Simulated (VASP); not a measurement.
# NaH16BrO8 in VASP: further runs

Runs on NaH16BrO8. Level: LDA. Tasks: single point.

Program: VASP 6.6.1. These are calculated values, not measurements. Logs are shortened: lines on timing, memory, paths and dates and some standing lists are left out, and cuts for length are marked.

## Step 1: The cell of the first run

The cell holds an amorphous packing of atoms, 26 atoms: a = 6.739 Å, b = 6.739 Å, c = 6.739 Å, α = 90.00°, β = 90.00°, γ = 90.00°.

## Step 2: Single point, LDA

The input, INCAR:

```
ALGO = Normal
EDIFF = 1E-6
ENCUT = 520
GGA_COMPAT = F
ISIF = 2
ISMEAR = -1
LASPH = T
LCHARG = F
LREAL = F
LWAVE = F
NBANDS = 58
NELM = 120
PREC = Accurate
SIGMA = 0.02
```

The input, KPOINTS:

```
k-points
0
Gamma
  1 1 1
```

The input, POSCAR:

```
NaH16BrO8
1.0
    6.7390790000      0.0000000000      0.0000000000
    0.0000000000      6.7390790000      0.0000000000
    0.0000000000      0.0000000000      6.7390790000
O H Na Br
8 16 1 1
Direct
    0.5738617992      0.8051545322      0.6061807556
    0.1095401909      0.4843688581      0.0467274534
    0.9100056551      0.9919456353      0.4603151261
    0.1987957108      1.0047663783      0.2171661736
    0.2953667704      0.1666993368      0.8481129246
    0.4454466256      0.7216564756      0.9739016266
    0.4163328550      0.1772497399      0.4746642679
    0.9523408169      0.0400944996      0.8290450372
    0.7098447726      0.8174707553      0.5424925275
    0.5192846085      0.9434375231      0.5779573143
    0.0021813070      0.3981256192      0.0796696403
    0.1975195720      0.3982591686     -0.0400648219
    0.9158373125      1.0334943395      0.6082730296
    0.8278727702      1.0879973361      0.3762383554
    0.2847570120      0.8884300065      0.2393650527
    0.0855161366      0.9875681825      0.3224179446
    0.3888513549      0.1562973219      0.9652209152
    0.3647827841      0.1716555037      0.7077376597
    0.5166432980      0.7521502567      0.8585297783
    0.4884643732      0.5920838738      1.0205103694
    0.5005283363      0.2700665773      0.4008411238
    0.3120604462      0.1158466906      0.3779744977
    1.0973309558      0.0958884738      0.8288669713
    0.8764550764      0.1221086739      0.9236870498
    0.1060085510      0.7820653238      0.9693609468
    0.6949169167      0.2993287362      0.1419333413
```

Potentials or basis: VASP PAW LDA potentials, release 64 (O, H, Na_pv, Br).

Launch:

```console
$ cat potpaw_LDA.64/O/POTCAR potpaw_LDA.64/H/POTCAR potpaw_LDA.64/Na_pv/POTCAR potpaw_LDA.64/Br/POTCAR > POTCAR
$ mpirun -np 1 vasp_gam > vasp.out
```

OUTCAR:

```text
EDIFF = 1E-6
   ENCUT = 520
   ISIF = 2
   ISMEAR = -1
   LASPH = T
   LREAL = F
   NELM = 120
   PREC = Accurate

 ion  position               nearest neighbor table
   1  0.574  0.805  0.606-   9 1.02  10 1.02
   2  0.110  0.484  0.047-  11 0.95  12 1.02  25 2.07
   3  0.910  0.992  0.460-  14 1.02  13 1.04
   4  0.199  0.005  0.217-  15 0.99  16 1.05  25 2.33
   5  0.295  0.167  0.848-  17 1.01  18 1.06  23 1.42
   6  0.445  0.722  0.974-  19 0.94  20 0.97  25 2.32
   7  0.416  0.177  0.475-  21 0.98  22 1.04
   8  0.952  0.040  0.829-  24 0.99  23 1.05  25 2.23
   9  0.710  0.817  0.542-   1 1.02
  10  0.519  0.943  0.578-   1 1.02
  11  0.002  0.398  0.080-   2 0.95
  12  0.198  0.398  0.960-   2 1.02
  13  0.916  0.033  0.608-   3 1.04
  14  0.828  0.088  0.376-   3 1.02
  15  0.285  0.888  0.239-   4 0.99
  16  0.086  0.988  0.322-   4 1.05
  17  0.389  0.156  0.965-   5 1.01
  18  0.365  0.172  0.708-   5 1.06
  19  0.517  0.752  0.859-   6 0.94
  20  0.488  0.592  0.021-   6 0.97
  21  0.501  0.270  0.401-   7 0.98
  22  0.312  0.116  0.378-   7 1.04
  23  0.097  0.096  0.829-   8 1.05   5 1.42
  24  0.876  0.122  0.924-   8 0.99
  25  0.106  0.782  0.969-   2 2.07   8 2.23   6 2.32   4 2.33
  26  0.695  0.299  0.142-

  LATTYP: Found a simple cubic cell.
 ALAT       =     6.7390790000

  Lattice vectors:

 A1 = (   6.7390790000,   0.0000000000,   0.0000000000)
 A2 = (   0.0000000000,   6.7390790000,   0.0000000000)
 A3 = (   0.0000000000,   0.0000000000,   6.7390790000)

Analysis of symmetry for initial positions (statically):
=====================================================================
 Subroutine PRICEL returns:
 Original cell was already a primitive cell.

 Routine SETGRP: Setting up the symmetry group for a
 simple cubic supercell.

 Subroutine GETGRP returns: Found  1 space group operations
 (whereof  1 operations were pure point group operations)
 out of a pool of 48 trial point group operations.

The static configuration has the point symmetry C_1 .

Analysis of symmetry for dynamics (positions and initial velocities):
=====================================================================
 Subroutine PRICEL returns:
 Original cell was already a primitive cell.

 Routine SETGRP: Setting up the symmetry group for a
 simple cubic supercell.

 Subroutine GETGRP returns: Found  1 space group operations
 (whereof  1 operations were pure point group operations)
 out of a pool of 48 trial point group operations.

The dynamic configuration has the point symmetry C_1 .

 Subroutine INISYM returns: Found  1 space group operations
 (whereof  1 operations are pure point group operations),
 and found     1 'primitive' translations

----------------------------------------------------------------------------------------

                                     Primitive cell

  volume of cell :     306.0565

  direct lattice vectors                    reciprocal lattice vectors
     6.739079000  0.000000000  0.000000000     0.148388229  0.000000000  0.000000000
     0.000000000  6.739079000  0.000000000     0.000000000  0.148388229  0.000000000
     0.000000000  0.000000000  6.739079000     0.000000000  0.000000000  0.148388229

  length of vectors
     6.739079000  6.739079000  6.739079000     0.148388229  0.148388229  0.148388229

  position of ions in fractional coordinates (direct lattice)
     0.573861799  0.805154532  0.606180756
     0.109540191  0.484368858  0.046727453
     0.910005655  0.991945635  0.460315126
     0.198795711  0.004766378  0.217166174
     0.295366770  0.166699337  0.848112925
     0.445446626  0.721656476  0.973901627
[... 18 lines left out ...]
     0.106008551  0.782065324  0.969360947
     0.694916917  0.299328736  0.141933341

  ion indices of the primitive-cell ions
   primitive index   ion index
                 1           1
                 2           2
                 3           3
                 4           4
                 5           5
                 6           6
[... 18 lines left out ...]
                25          25
                26          26

----------------------------------------------------------------------------------------

 KPOINTS: k-points

Automatic generation of k-mesh.
 Grid dimensions read from file:
 generate k-points for:    1    1    1

 Generating k-lattice:

  Cartesian coordinates                     Fractional coordinates (reciprocal lattice)
     0.148388229  0.000000000  0.000000000     1.000000000  0.000000000  0.000000000
     0.000000000  0.148388229  0.000000000     0.000000000  1.000000000  0.000000000
     0.000000000  0.000000000  0.148388229     0.000000000  0.000000000  1.000000000

  Length of vectors
     0.148388229  0.148388229  0.148388229

  Shift w.r.t. Gamma in fractional coordinates (k-lattice)
     0.000000000  0.000000000  0.000000000

 Subroutine IBZKPT returns following result:
 ===========================================

 Found      1 irreducible k-points:

 Following reciprocal coordinates:
            Coordinates               Weight
  0.000000  0.000000  0.000000      1.000000
   k-points           NKPTS =      1   k-points in BZ     NKDIM =      1   number of bands    NBANDS=     58
   number of dos      NEDOS =    301   number of ions     NIONS =     26
   total plane-waves  NPLWV = 125000
   dimension x,y,z NGX =    50 NGY =   50 NGZ =   50
   dimension x,y,z NGXF=   100 NGYF=  100 NGZF=  100
   ions per type =               8  16   1   1
   NGX,Y,Z   is equivalent  to a cutoff of  12.33, 12.33, 12.33 a.u.
   NGXF,Y,Z  is equivalent  to a cutoff of  24.67, 24.67, 24.67 a.u.
 SYSTEM =  unknown system
   PREC   = accura    normal or accurate (medium, high low for compatibility)
   ISTART =      0    job   : 0-new  1-cont  2-samecut
   ICHARG =      2    charge: 1-file 2-atom 10-const
   ISPIN  =      1    spin polarized calculation?
   LNONCOLLINEAR =      F non collinear calculations
   LSORBIT =      F    spin-orbit coupling
   LASPH  =      T    aspherical Exc in radial PAW
   ENCUT  =  520.0 eV  38.22 Ry    6.18 a.u.  12.53 12.53 12.53*2*pi/ulx,y,z
   NELM   =    120;   NELMIN=  2; NELMDL= -5     # of ELM steps
   EDIFF  = 0.1E-05   stopping-criterion for ELM
   LREAL  =      F    real-space projection
[... 7 lines left out ...]
   TEBEG  =    0.0;   TEEND  =   0.0 temperature during run
   PSTRESS=    0.0 pullay stress
   NELECT =      78.0000    total number of electrons
   NUPDOWN=      -1.0000    fix difference up-down
   EMIN   =  10.00;   EMAX   =-10.00  energy-range for DOS
   EFERMI =   0.00;   METHOD = LEGACY
   ISMEAR =    -1;   SIGMA  =   0.02  broadening in eV -4-tet -1-fermi 0-gaus
   EFERMI_NEDOS =   21; number of points for ismear=-14 and -15
   IALGO  =     38    algorithm
   IMIX   =      4    mixing-type and parameters
     AMIX     =   0.40;   BMIX     =  1.00
     AMIX_MAG =   1.60;   BMIX_MAG =  1.00
  volume/ion in A,a.u.               =      11.77        79.44
  Fermi-wavevector in a.u.,A,eV,Ry     =   1.037941  1.961423 14.657837  1.077321
  Thomas-Fermi vector in A             =   2.172402
   LORBIT       =      0    0 simple, 1 ext, 2 COOP (PROOUT), +10 PAW based schemes
   GGA     = CA    functional components
   LHFCALC =     F    Hartree Fock is set to
   AEXX    =    0.0000 exact exchange contribution
   IVDW    =     0    specifies the selected vdW correction
   LEPSILON=     F    determine dielectric tensor
   LRPA    =     F    only Hartree local field effects (RPA)
 non-spin polarized calculation
  energy-cutoff  :      520.00
  volume of cell :      306.06
 maximum number of plane-waves:      4145
 NGX is ok and might be reduce to    50
   NGX = 25   NGY = 25   NGZ = 25

 number of electron      78.0000015 magnetization

 Free energy of the ion-electron system (eV)
  ---------------------------------------------------
  ext. energy  EPLUGINS =         0.00000000
  ---------------------------------------------------
  free energy    TOTEN  =      -130.97692654 eV

  energy without entropy =     -130.97692654  energy(sigma->0) =     -130.97692654

 E-fermi :  -2.7788     XC(G=0):  -7.1622

 val. band max:       -3.3182433033   @ k =   0.0000   0.0000   0.0000
 cond. band min:       1.0462973361   @ k =   0.0000   0.0000   0.0000
 fundamental gap:      4.3645406393
 Fermi energy:        -2.7788124235

 k-point     1 :       0.0000    0.0000    0.0000
  band No.  band energies     occupation
      1     -23.9014      2.00000
      2     -23.8928      2.00000
      3     -23.8235      2.00000
      4     -22.5739      2.00000
      5     -22.1149      2.00000
      6     -21.7053      2.00000
[... 43 lines left out ...]
     50       6.2458      0.00000
     51       6.3857      0.00000
 [bands above 51 left out]

------------------------ aborting loop because EDIFF is reached ----------------------------------------

  FORCE on cell =-STRESS in cart. coord.  units (eV):
  Direction    XX          YY          ZZ          XY          YZ          ZX
  --------------------------------------------------------------------------------------
  -------------------------------------------------------------------------------------
  Total        0.4807921     -0.1277555     -1.8404566      3.1605024     -0.7001539     -1.7829839
  in kB        2.5169019     -0.6687883     -9.6346187     16.5449348     -3.6652402     -9.3337543
  external PRESSURE =      -2.5955017 kB  Pullay stress =       0.0000000 kB

 VOLUME and BASIS-vectors are now :
 -----------------------------------------------------------------------------
  energy-cutoff  :      520.00
  volume of cell :      306.06
      direct lattice vectors                 reciprocal lattice vectors
     6.739079000  0.000000000  0.000000000     0.148388229  0.000000000  0.000000000
     0.000000000  6.739079000  0.000000000     0.000000000  0.148388229  0.000000000
     0.000000000  0.000000000  6.739079000     0.000000000  0.000000000  0.148388229

 POSITION                                       TOTAL-FORCE (eV/Angst)
 -----------------------------------------------------------------------------------
      3.86730      5.42600      4.08510         0.453311      1.152972     -0.443845
      0.73820      3.26420      0.31490         1.931641     -0.166238     -1.049527
      6.13260      6.68480      3.10210        -0.458856      0.395735     -0.905472
      1.33970      0.03212      1.46350        -0.125876     -0.646178      0.690324
      1.99050      1.12340      5.71550         1.163951      0.354550     -0.425253
      3.00190      4.86330      6.56320        -1.931195     -0.220292      2.588163
[... 18 lines left out ...]
      0.71440      5.27040      6.53260         0.099147      0.333915     -0.224692
      4.68310      2.01720      0.95650        -0.091186     -0.229180     -0.144598
 -----------------------------------------------------------------------------------
    total drift:                               -0.001551     -0.000332     -0.002430

  FREE ENERGIE OF THE ION-ELECTRON SYSTEM (eV)
  ---------------------------------------------------
  free  energy   TOTEN  =      -130.9769265357 eV

  energy  without entropy=     -130.9769265357  energy(sigma->0) =     -130.97692654
```

It took 18 s on 1 thread of Intel Xeon 6975P-C (Granite Rapids), shared host; peak memory 0.26 GiB.

Results:

- Free energy: -130.9769 eV
- Pressure: -0.3 GPa
- Largest force: 3.321 eV/Å
- Band gap on the k mesh: 4.36 eV

Forces in eV/Å, atoms in the order of the input:
```
O    0.453  1.153 -0.444
O    1.932 -0.166 -1.050
O   -0.459  0.396 -0.905
O   -0.126 -0.646  0.690
O    1.164  0.355 -0.425
O   -1.931 -0.220  2.588
O   -0.963 -0.913  1.151
O    0.401 -0.148 -0.515
H   -0.818 -0.009  0.423
H    0.331 -0.861 -0.030
H   -1.481 -0.797  0.589
H   -0.462  0.418  0.446
H   -0.102  0.029 -0.018
H    0.375 -0.444  0.688
H    0.295  0.017 -0.270
H   -0.254  0.135  0.000
H   -0.333 -0.097 -0.919
H   -0.279  0.365  0.735
H    1.607  0.648 -2.833
H    0.297 -0.384  0.191
H    0.227  0.121 -0.327
H    0.858  0.690  0.048
H   -0.291  0.087  0.420
H   -0.451  0.168  0.135
Na   0.099  0.334 -0.225
Br  -0.091 -0.229 -0.145
```

Stress tensor (GPa, compression positive):
```
 0.25  1.65 -0.93
 1.65 -0.07 -0.37
-0.93 -0.37 -0.96
```

Levels at points of the mesh, in eV from the valence-band top:
```tsv
k point	band 37	band 38	band 39	band 40	band 41	band 42
(0.00, 0.00, 0.00)	-0.27	-0.15	0.00	4.36	7.20	7.52
```

Caveat: the k points lie up to 0.93 Å⁻¹ apart.

(Continued in part 2 of 3.)
